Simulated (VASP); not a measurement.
Set up this calculation in VASP 6.6.1, as the native input.

- Task: single point
- Functional: PBE
- Potentials or basis: VASP PAW PBE potentials, release 64 (Cs_sv, Pb_d, Br)
- Cutoff: 520 eV
- k mesh: 6 × 6 × 6
- Occupations: gaussian, width 0.02 eV
- Spin: no spin polarisation
- Dipole correction: no
- Further INCAR settings: ALGO = Normal; EDIFF = 1e-07; NBANDS = 30

The structure of CsPbBr3 lies in POSCAR:

```
CsPbBr3
1.0
    4.2662510934      2.4631212172      3.5372361336
   -4.2662510934      2.4631212172      3.5372361336
    0.0000000000     -4.9262424344      3.5372361336
Cs Pb Br
1 1 3
Direct
    0.0218911676      0.0218911676      0.0218911676
    0.4899073594      0.4899073594      0.4899073594
    0.4788031892      0.4788031892      0.9865951148
    0.4788031892      0.9865951148      0.4788031892
    0.9865951148      0.4788031892      0.4788031892
```

This cell differs from its parent crystal: volume scaled by 1.03, then relaxed in part.

The input as run:

INCAR

```
  PREC = Accurate
  ENCUT = 520
  EDIFF = 1E-7
  ISMEAR = 0
  SIGMA = 0.02
  LREAL = F
  LASPH = T
  NELM = 80
  ALGO = Normal
  ISIF = 2
  LWAVE = F
  LCHARG = F
  GGA = PE
  NBANDS = 30
```

KPOINTS

```
Automatic mesh
0
Gamma
  6 6 6
```

Potentials or basis: VASP PAW PBE potentials, release 64 (Cs_sv, Pb_d, Br).

Command:

```bash
$ cat potpaw_PBE.64/Cs_sv/POTCAR potpaw_PBE.64/Pb_d/POTCAR potpaw_PBE.64/Br/POTCAR > POTCAR
$ mpirun -np 1 vasp_std > vasp.out
```

Results of the run:

```
Pressure               : -0.4 GPa
Band gap on the k mesh : 1.92 eV, direct
```

Caveat: spin-orbit coupling is left out, which moves the levels of the heavy elements.

Run time: 4.1 min on 1 thread of Intel Xeon 6975P-C (shared host), peak memory 0.46 GiB.
